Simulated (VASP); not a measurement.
Input of a VASP 6.6.1 run:

The input INCAR:

```
SYSTEM = Bi2Te
PREC     = Accurate       ! precision mode
ENCUT    = 520            ! plane-wave cutoff, eV
EDIFF    = 1E-7           ! SCF threshold, eV
ISMEAR   = 0              ! smearing method
SIGMA    = 0.1            ! smearing width, eV
LREAL    = .False.        ! projectors in reciprocal space
LASPH    = .True.         ! aspherical terms in the spheres
NELM     = 100            ! most SCF steps
ALGO     = Fast           ! electronic algorithm
ISIF     = 2              ! what is computed and relaxed
LWAVE    = .False.        ! write WAVECAR
LCHARG   = .False.        ! write CHGCAR
GGA      = PS             ! functional
NBANDS   = 45             ! bands
```

KPOINTS

```
Automatic mesh
0
Gamma
  4 4 4
  0 0 0
```

Contents of POSCAR:

```
Bi2Te
1.0
   -4.0079070000      4.0079070000      3.1743210000
    4.0079070000     -4.0079070000      3.1743210000
    4.0079070000      4.0079070000     -3.1743210000
Bi Te
4 2
Direct
    0.3750000000      0.7024660000      0.8274660000
    0.8750000000      0.5475340000      0.1725340000
    0.2975340000      0.1250000000      0.6725340000
    0.4524660000      0.6250000000      0.3274660000
    0.0000000000      0.0000000000      0.0000000000
    0.7500000000      0.2500000000      0.5000000000
```

Potentials or basis: VASP PAW PBE potentials, release 64 (Bi_d, Te).

Run with:

```sh
$ cat potpaw_PBE.64/Bi_d/POTCAR potpaw_PBE.64/Te/POTCAR > POTCAR
$ mpirun -np 1 vasp_std > vasp.out
```

**Question.** Estimate the pressure.

**Answer.** -2.7 GPa.

**Question.** Predict the band gap on the k mesh.

**Answer.** Zero (bands 36 and 37 overlap by 0.07 eV).

Forces on the atoms (eV/Å):
```
Bi  -0.121  0.000  0.000
Bi   0.121  0.000  0.000
Bi   0.000  0.121  0.000
Bi   0.000 -0.121  0.000
Te   0.000  0.000  0.000
Te   0.000  0.000  0.000
```

Caveat: the PAW data sets were made with another functional, which shifts forces and pressure a little; spin-orbit coupling is left out, which moves the levels of the heavy elements.
